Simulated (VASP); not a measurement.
A run of VASP 6.6.1 is set up as follows.

File INCAR:

```
SYSTEM = TlIn4
ALGO = Normal
EDIFF = 1E-6
ENCUT = 520
GGA = PE
ISIF = 2
ISMEAR = 0
LASPH = .TRUE.
LCHARG = .FALSE.
LREAL = .FALSE.
LWAVE = .FALSE.
NBANDS = 40
NELM = 100
PREC = Accurate
SIGMA = 0.1
```

KPOINTS

```
k-points
0
G
  8 8 8
  0 0 0
```

File POSCAR:

```
TlIn4
1.0
   -3.5332892226      3.5332892226      3.5332892226
    3.5332892226     -3.5332892226      3.5332892226
    3.5332892226      3.5332892226     -3.5332892226
Tl In
1 4
Direct
    0.0000000000      0.0000000000      0.0000000000
    0.5000000000      0.5000000000      0.5000000000
    0.5000000000      0.0000000000      0.0000000000
    0.0000000000      0.0000000000      0.5000000000
    0.0000000000      0.5000000000      0.0000000000
```

Potentials or basis: VASP PAW PBE potentials, release 64 (Tl_d, In_d).

Launch:

```bash
$ cat potpaw_PBE.64/Tl_d/POTCAR potpaw_PBE.64/In_d/POTCAR > POTCAR
$ mpirun -np 1 vasp_std > vasp.out
```

Problem. Predict the pressure.

Solution. -0.1 GPa.

Problem. Estimate the band gap on the k mesh.

Solution. Zero (an odd number of electrons rules out a gap without spin polarisation).

Caveat: spin-orbit coupling is left out, which moves the levels of the heavy elements.
